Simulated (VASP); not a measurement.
Wanted: the native input for a VASP 6.6.1 run.

```yaml
Task: single point
Functional: PBEsol
Potentials_or_basis: VASP PAW PBE potentials, release 64 (W_sv, C)
Cutoff: 520 eV
k_mesh: 18 × 18 × 16
Occupations: gaussian, width 0.15 eV
Spin: no spin polarisation
Dipole_correction: no
Further_INCAR_settings: ALGO = Normal; EDIFF = 1e-07; NBANDS = 16
```

The structure of WC lies in POSCAR:

```
WC
1.0
    2.9005014360      0.0000000000      0.0000000000
   -1.4502507180      2.5119079273      0.0000000000
    0.0000000000      0.0000000000      2.8290000000
W C
1 1
Direct
    0.0000000000      0.0000000000      0.0000000000
    0.6666666667      0.3333333333      0.4469777306
```

This cell differs from its parent crystal: all C atoms moved +0.150 Å, as atom 2 towards its neighbour atom 2 (C) at 2.829 Å.

The input as run:

INCAR

```
SYSTEM = WC
  PREC = Accurate
  ENCUT = 520
  EDIFF = 1E-7
  ISMEAR = 0
  SIGMA = 0.15
  LREAL = .FALSE.
  LASPH = .TRUE.
  NELM = 60
  ALGO = Normal
  ISIF = 2
  LWAVE = .FALSE.
  LCHARG = .FALSE.
  GGA = PS
  NBANDS = 16
```

KPOINTS

```
regular mesh
0
G
  18 18 16
  0 0 0
```

Potentials or basis: VASP PAW PBE potentials, release 64 (W_sv, C).

Run with:

```console
$ cat potpaw_PBE.64/W_sv/POTCAR potpaw_PBE.64/C/POTCAR > POTCAR
$ mpirun -np 1 vasp_std > vasp.out
```

Results of the run:

* Pressure: 5.7 GPa
* Largest force: 2.259 eV/Å
* Band gap on the k mesh: zero (bands 9 and 10 overlap by 1.17 eV)

Caveat: the cell differs from its parent crystal (all C atoms moved +0.150 Å, as atom 2 towards its neighbour atom 2 (C) at 2.829 Å); the cell stands under pressure; the PAW data sets were made with another functional, which shifts forces and pressure a little; spin-orbit coupling is left out, which moves the levels of the heavy elements.

Run time: 85 s on 1 thread of AMD EPYC 9R45 96-Core Processor (Zen 5), with other jobs on the host, peak memory 0.25 GiB.
